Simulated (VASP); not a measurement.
Write the native input for VASP 6.6.1 that does the following.

```
Task                   : single point
Functional             : PBE
Dispersion             : D3(BJ)
Potentials or basis    : VASP PAW PBE potentials, release 64 (Sn_d, O)
Cutoff                 : 520 eV
k mesh                 : 6 × 6 × 1, shifted
Occupations            : gaussian, width 0.02 eV
Spin                   : collinear spin, ferromagnetic start
Starting moments       : [3.0, 2.0, 2.0, 1.0] μB
Dipole correction      : yes
Further INCAR settings : ALGO = Normal; EDIFF = 1e-06; NBANDS = 32
```

The structure of SnO lies in POSCAR:

```
SnO
1.0
    3.8202125802      0.0000000000      0.0000000000
    0.0000000000      3.8202125816      0.0000000000
    0.0000000000      0.0000000000     30.6319094627
Sn O
2 2
Direct
    0.5000000000      0.0000000000      0.4614290125
    0.0000000000      0.5000000000      0.5385709673
    0.0000000000      0.0000000000      0.5000000101
    0.5000000000      0.5000000000      0.5000000101
```

One way to write it, as run:

INCAR

```
PREC     = Accurate       # precision mode
ENCUT    = 520            # plane-wave cutoff, eV
EDIFF    = 1E-6           # SCF threshold, eV
ISMEAR   = 0              # smearing method
SIGMA    = 0.02           # smearing width, eV
LREAL    = False          # projectors in reciprocal space
LASPH    = True           # aspherical terms in the spheres
NELM     = 150            # most SCF steps
ALGO     = Normal         # electronic algorithm
ISIF     = 2              # what is computed and relaxed
LWAVE    = False          # write WAVECAR
LCHARG   = False          # write CHGCAR
ISPIN    = 2              # spin polarisation
MAGMOM   = 3 2 2 1        # initial moments
LORBIT   = 11             # projections on sites
LDIPOL   = True         
IDIPOL   = 3            
DIPOL    = 0.5 0.5 0.500
GGA      = PE             # functional
IVDW     = 12             # dispersion correction
NBANDS   = 32             # bands
```

KPOINTS

```
Automatic mesh
0
Gamma
  6 6 1
  0.5 0.5 0
```

Potentials or basis: VASP PAW PBE potentials, release 64 (Sn_d, O).

The run is started by

```console
$ cat potpaw_PBE.64/Sn_d/POTCAR potpaw_PBE.64/O/POTCAR > POTCAR
$ mpirun -np 1 vasp_std > vasp.out
```

It gave:

```
Largest force                                         : 0.098 eV/Å
Band gap on the k mesh                                : 3.05 eV (least direct gap 3.44 eV)
Net moment                                            : 0.00 μB per cell
Valence electrons inside the program's atomic spheres : Sn 12.10; O 5.01
Dispersion energy per atom                            : -0.137 eV
```

Caveat: spin-orbit coupling is left out, which moves the levels of the heavy elements.

Run time: 8.6 min on 1 thread of Intel(R) Xeon(R) 6975P-C (Granite Rapids), with other jobs on the host, peak memory 0.68 GiB.
